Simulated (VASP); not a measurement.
# AlN (rocksalt type) (Fm-3m) in VASP: further runs

The runs below take AlN (rocksalt type) through single point, with PBE.

Everything below comes from runs of VASP 6.6.1. Logs are shortened: lines on timing, memory, paths and dates and some standing lists are left out, and cuts for length are marked.

## (1) The cell of the first run

It takes space group Fm-3m (No. 225, cubic). The conventional cell has a = 3.335 Å, b = 3.335 Å, c = 3.335 Å, α = 90.00°, β = 90.00°, γ = 90.00°. Within 2.2 Å of Al (site symmetry m-3m) lie 6 N at 1.67 Å. Within 2.2 Å of N (site symmetry m-3m) lie 6 Al at 1.67 Å.

## (2) Single point, PBE (volume scaled by 0.55)

INCAR

```
SYSTEM = AlN
  PREC = Accurate
  ENCUT = 520
  EDIFF = 1E-6
  ISMEAR = -1
  SIGMA = 0.05
  LREAL = .FALSE.
  LASPH = .TRUE.
  NELM = 80
  ALGO = Normal
  ISIF = 2
  LWAVE = .FALSE.
  LCHARG = .FALSE.
  GGA = PE
  NBANDS = 11
```

KPOINTS

```
regular mesh
0
G
  17 17 17
  0 0 0
```

POSCAR

```
AlN
1.0
    0.0000000000      1.6675459301      1.6675459301
    1.6675459301      0.0000000000      1.6675459301
    1.6675459301      1.6675459301      0.0000000000
Al N
1 1
Direct
    0.0000000000      0.0000000000      0.0000000000
    0.5000000000      0.5000000000      0.5000000000
```

Potentials or basis: VASP PAW PBE potentials, release 64 (Al, N).

Launch:

```
cat potpaw_PBE.64/Al/POTCAR potpaw_PBE.64/N/POTCAR > POTCAR
mpirun -np 1 vasp_std > vasp.out
```

OUTCAR:

```text
SYSTEM = AlN
   PREC = Accurate
   ENCUT = 520
   EDIFF = 1E-6
   ISMEAR = -1
   LREAL = .FALSE.
   LASPH = .TRUE.
   NELM = 80
   ISIF = 2
   GGA = PE

 ion  position               nearest neighbor table
   1  0.000  0.000  0.000-   2 1.67   2 1.67   2 1.67   2 1.67   2 1.67   2 1.67
   2  0.500  0.500  0.500-   1 1.67   1 1.67   1 1.67   1 1.67   1 1.67   1 1.67

  LATTYP: Found a face centered cubic cell.
 ALAT       =     3.3350918602

  Lattice vectors:

 A1 = (   0.0000000000,   1.6675459301,   1.6675459301)
 A2 = (   1.6675459301,   0.0000000000,   1.6675459301)
 A3 = (   1.6675459301,   1.6675459301,   0.0000000000)

Analysis of symmetry for initial positions (statically):
=====================================================================
 Subroutine PRICEL returns:
 Original cell was already a primitive cell.

 Routine SETGRP: Setting up the symmetry group for a
 face centered cubic supercell.

 Subroutine GETGRP returns: Found 48 space group operations
 (whereof 48 operations were pure point group operations)
 out of a pool of 48 trial point group operations.

The static configuration has the point symmetry O_h .

Analysis of symmetry for dynamics (positions and initial velocities):
=====================================================================
 Subroutine PRICEL returns:
 Original cell was already a primitive cell.

 Routine SETGRP: Setting up the symmetry group for a
 face centered cubic supercell.

 Subroutine GETGRP returns: Found 48 space group operations
 (whereof 48 operations were pure point group operations)
 out of a pool of 48 trial point group operations.

The dynamic configuration has the point symmetry O_h .

 Subroutine INISYM returns: Found 48 space group operations
 (whereof 48 operations are pure point group operations),
 and found     1 'primitive' translations

----------------------------------------------------------------------------------------

                                     Primitive cell

  volume of cell :       9.2739

  direct lattice vectors                    reciprocal lattice vectors
     0.000000000  1.667545930  1.667545930    -0.299841816  0.299841816  0.299841816
     1.667545930  0.000000000  1.667545930     0.299841816 -0.299841816  0.299841816
     1.667545930  1.667545930  0.000000000     0.299841816  0.299841816 -0.299841816

  length of vectors
     2.358266070  2.358266070  2.358266070     0.519341260  0.519341260  0.519341260

  position of ions in fractional coordinates (direct lattice)
     0.000000000  0.000000000  0.000000000
     0.500000000  0.500000000  0.500000000

  ion indices of the primitive-cell ions
   primitive index   ion index
                 1           1
                 2           2

----------------------------------------------------------------------------------------

 KPOINTS: regular mesh

Automatic generation of k-mesh.
 Grid dimensions read from file:
 generate k-points for:   17   17   17

 Generating k-lattice:

  Cartesian coordinates                     Fractional coordinates (reciprocal lattice)
    -0.017637754  0.017637754  0.017637754     0.058823529  0.000000000  0.000000000
     0.017637754 -0.017637754  0.017637754     0.000000000  0.058823529  0.000000000
     0.017637754  0.017637754 -0.017637754     0.000000000  0.000000000  0.058823529

  Length of vectors
     0.030549486  0.030549486  0.030549486

  Shift w.r.t. Gamma in fractional coordinates (k-lattice)
     0.000000000  0.000000000  0.000000000

 Subroutine IBZKPT returns following result:
 ===========================================

 Found    165 irreducible k-points:

 Following reciprocal coordinates:
            Coordinates               Weight
  0.000000  0.000000  0.000000      1.000000
  0.058824  0.000000  0.000000      8.000000
  0.117647  0.000000  0.000000      8.000000
  0.176471  0.000000  0.000000      8.000000
  0.235294  0.000000  0.000000      8.000000
  0.294118  0.000000  0.000000      8.000000
[... 16 lines left out ...]
 -0.176471  0.058824  0.000000     24.000000
 -0.117647  0.058824  0.000000     24.000000
 [... further k-points ...]
   k-points           NKPTS =    165   k-points in BZ     NKDIM =    165   number of bands    NBANDS=     11
   number of dos      NEDOS =    301   number of ions     NIONS =      2
   total plane-waves  NPLWV =   5832
   dimension x,y,z NGX =    18 NGY =   18 NGZ =   18
   dimension x,y,z NGXF=    36 NGYF=   36 NGZF=   36
   ions per type =               1   1
   NGX,Y,Z   is equivalent  to a cutoff of  12.69, 12.69, 12.69 a.u.
   NGXF,Y,Z  is equivalent  to a cutoff of  25.38, 25.38, 25.38 a.u.
 SYSTEM =  AlN
   PREC   = accura    normal or accurate (medium, high low for compatibility)
   ISTART =      0    job   : 0-new  1-cont  2-samecut
   ICHARG =      2    charge: 1-file 2-atom 10-const
   ISPIN  =      1    spin polarized calculation?
   LNONCOLLINEAR =      F non collinear calculations
   LSORBIT =      F    spin-orbit coupling
   LASPH  =      T    aspherical Exc in radial PAW
   ENCUT  =  520.0 eV  38.22 Ry    6.18 a.u.   4.38  4.38  4.38*2*pi/ulx,y,z
   NELM   =     80;   NELMIN=  2; NELMDL= -5     # of ELM steps
   EDIFF  = 0.1E-05   stopping-criterion for ELM
   LREAL  =      F    real-space projection
[... 7 lines left out ...]
   TEBEG  =    0.0;   TEEND  =   0.0 temperature during run
   PSTRESS=    0.0 pullay stress
   NELECT =       8.0000    total number of electrons
   NUPDOWN=      -1.0000    fix difference up-down
   EMIN   =  10.00;   EMAX   =-10.00  energy-range for DOS
   EFERMI =   0.00;   METHOD = LEGACY
   ISMEAR =    -1;   SIGMA  =   0.05  broadening in eV -4-tet -1-fermi 0-gaus
   EFERMI_NEDOS =   21; number of points for ismear=-14 and -15
   IALGO  =     38    algorithm
   IMIX   =      4    mixing-type and parameters
     AMIX     =   0.40;   BMIX     =  1.00
     AMIX_MAG =   1.60;   BMIX_MAG =  1.00
  volume/ion in A,a.u.               =       4.64        31.29
  Fermi-wavevector in a.u.,A,eV,Ry     =   1.558417  2.944981 33.043976  2.428664
  Thomas-Fermi vector in A             =   2.661925
   LORBIT       =      0    0 simple, 1 ext, 2 COOP (PROOUT), +10 PAW based schemes
   GGA     = PE    functional components
   LHFCALC =     F    Hartree Fock is set to
   AEXX    =    0.0000 exact exchange contribution
   IVDW    =     0    specifies the selected vdW correction
   LEPSILON=     F    determine dielectric tensor
   LRPA    =     F    only Hartree local field effects (RPA)
 non-spin polarized calculation
  energy-cutoff  :      520.00
  volume of cell :        9.27
 maximum number of plane-waves:       265
 NGX is ok and might be reduce to    18
   NGX =  9   NGY =  9   NGZ =  9

 number of electron       8.0000003 magnetization

 Free energy of the ion-electron system (eV)
  ---------------------------------------------------
  ext. energy  EPLUGINS =         0.00000000
  ---------------------------------------------------
  free energy    TOTEN  =        -7.55894145 eV

  energy without entropy =       -7.55894145  energy(sigma->0) =       -7.55894145

 E-fermi :  20.5893     XC(G=0): -15.2892

 val. band max:       19.6450023144   @ k =   0.0000   0.0000   0.0000
 cond. band min:      23.0379705309   @ k =   0.4706   0.4706   0.0000
 fundamental gap:      3.3929682165
 Fermi energy:        20.5893395298

 k-point     1 :       0.0000    0.0000    0.0000
  band No.  band energies     occupation
      1      -4.3406      2.00000
      2      19.6450      2.00000
      3      19.6450      2.00000
      4      19.6450      2.00000
      5      33.3134      0.00000
      6      33.3134      0.00000
      7      33.3134      0.00000
      8      36.4130      0.00000
      9      40.3378      0.00000
     10      41.9177      0.00000
     11      41.9177      0.00000

 k-point     2 :       0.0588    0.0000    0.0000
  band No.  band energies     occupation
      1      -4.2243      2.00000
      2      19.1759      2.00000
      3      19.5241      2.00000
      4      19.5241      2.00000
      5      32.8330      0.00000
      6      33.5399      0.00000
      7      33.5399      0.00000
      8      36.5785      0.00000
      9      41.4468      0.00000
     10      41.7647      0.00000
     11      41.7647      0.00000

 k-point     3 :       0.1176    0.0000    0.0000
  band No.  band energies     occupation
      1      -3.8775      2.00000
      2      17.8928      2.00000
      3      19.1942      2.00000
      4      19.1942      2.00000
      5      31.9455      0.00000
      6      34.1568      0.00000
      7      34.1568      0.00000
      8      37.0767      0.00000
      9      41.4469      0.00000
     10      41.4469      0.00000
     11      44.0149      0.00000

 k-point     4 :       0.1765    0.0000    0.0000
  band No.  band energies     occupation
      1      -3.3074      2.00000
      2      16.0763      2.00000
      3      18.7349      2.00000
      4      18.7349      2.00000
      5      31.1742      0.00000
      6      34.9779      0.00000
      7      34.9779      0.00000
      8      37.8095      0.00000
      9      41.2741      0.00000
     10      41.2741      0.00000
     11      46.8197      0.00000

 k-point     5 :       0.2353    0.0000    0.0000
  band No.  band energies     occupation
      1      -2.5274      2.00000
      2      14.0011      2.00000
      3      18.2322      2.00000
      4      18.2322      2.00000
      5      30.6205      0.00000
      6      35.7108      0.00000
      7      35.7108      0.00000
      8      38.6342      0.00000
      9      41.5906      0.00000
     10      41.5906      0.00000
     11      47.7939      0.00000
[... 211 lines left out ...]
 k-point    21 :      -0.2941    0.0588    0.0000
  band No.  band energies     occupation
      1      -1.1114      2.00000
      2      11.2287      2.00000
      3      17.0520      2.00000
      4      17.7039      2.00000
      5      30.4262      0.00000
      6      35.9852      0.00000
      7      36.1616      0.00000
      8      39.7956      0.00000
      9      42.0212      0.00000
     10      44.2174      0.00000
     11      47.9202      0.00000

 k-point    22 :      -0.2353    0.0588    0.0000
  band No.  band energies     occupation
      1      -2.1287      2.00000
      2      13.3206      2.00000
      3      17.4779      2.00000
      4      18.1807      2.00000
      5      30.6413      0.00000
      6      35.7639      0.00000
      7      35.8805      0.00000
      8      39.1622      0.00000
      9      40.8804      0.00000
     10      42.8639      0.00000
     11      48.2634      0.00000

 k-point    23 :      -0.1765    0.0588    0.0000
  band No.  band energies     occupation
      1      -2.9709      2.00000
      2      15.3933      2.00000
      3      17.9852      2.00000
      4      18.6798      2.00000
      5      30.9854      0.00000
      6      35.0387      0.00000
      7      35.4671      0.00000
      8      38.4448      0.00000
      9      40.5168      0.00000
     10      42.0493      0.00000
     11      47.9111      0.00000

 k-point    24 :      -0.1176    0.0588    0.0000
  band No.  band energies     occupation
      1      -3.6105      2.00000
      2      17.2502      2.00000
      3      18.5313      2.00000
      4      19.1264      2.00000
      5      31.4903      0.00000
      6      34.2413      0.00000
      7      34.8655      0.00000
      8      37.6168      0.00000
      9      40.7347      0.00000
     10      41.8378      0.00000
     11      45.5487      0.00000

 [... further k-points ...]

------------------------ aborting loop because EDIFF is reached ----------------------------------------

  FORCE on cell =-STRESS in cart. coord.  units (eV):
  Direction    XX          YY          ZZ          XY          YZ          ZX
  --------------------------------------------------------------------------------------
  -------------------------------------------------------------------------------------
  Total       27.8921124     27.8921124     27.8921124      0.0000000      0.0000000      0.0000000
  in kB     4818.6854740   4818.6854740   4818.6854740      0.0000000      0.0000000      0.0000000
  external PRESSURE =    4818.6854740 kB  Pullay stress =       0.0000000 kB

 VOLUME and BASIS-vectors are now :
 -----------------------------------------------------------------------------
  energy-cutoff  :      520.00
  volume of cell :        9.27
      direct lattice vectors                 reciprocal lattice vectors
     0.000000000  1.667545930  1.667545930    -0.299841816  0.299841816  0.299841816
     1.667545930  0.000000000  1.667545930     0.299841816 -0.299841816  0.299841816
     1.667545930  1.667545930  0.000000000     0.299841816  0.299841816 -0.299841816

 POSITION                                       TOTAL-FORCE (eV/Angst)
 -----------------------------------------------------------------------------------
      0.00000      0.00000      0.00000         0.000000     -0.000000      0.000000
      1.66755      1.66755      1.66755        -0.000000      0.000000     -0.000000
 -----------------------------------------------------------------------------------
    total drift:                               -0.000000     -0.000000     -0.000000

  FREE ENERGIE OF THE ION-ELECTRON SYSTEM (eV)
  ---------------------------------------------------
  free  energy   TOTEN  =        -7.5589414454 eV

  energy  without entropy=       -7.5589414454  energy(sigma->0) =       -7.55894145
```

Wall time 8.3 s (1 thread of Intel Xeon 6975P-C (Granite Rapids), shared host); peak memory 0.12 GiB.

Results:

* Free energy: -7.5589 eV
* Pressure: 481.9 GPa
* Band gap on the k mesh: 3.39 eV, indirect (least direct gap 7.94 eV)

Levels at points of the mesh, in eV from the valence-band top:
```tsv
k point	band 1	band 2	band 3	band 4	band 5	band 6	band 7	band 8	band 9
(0.00, 0.00, 0.00)	-23.99	0.00	0.00	0.00	13.67	13.67	13.67	16.77	20.69
```

 A k mesh can miss the band edges.

(Part 1 of 3 ends here.)
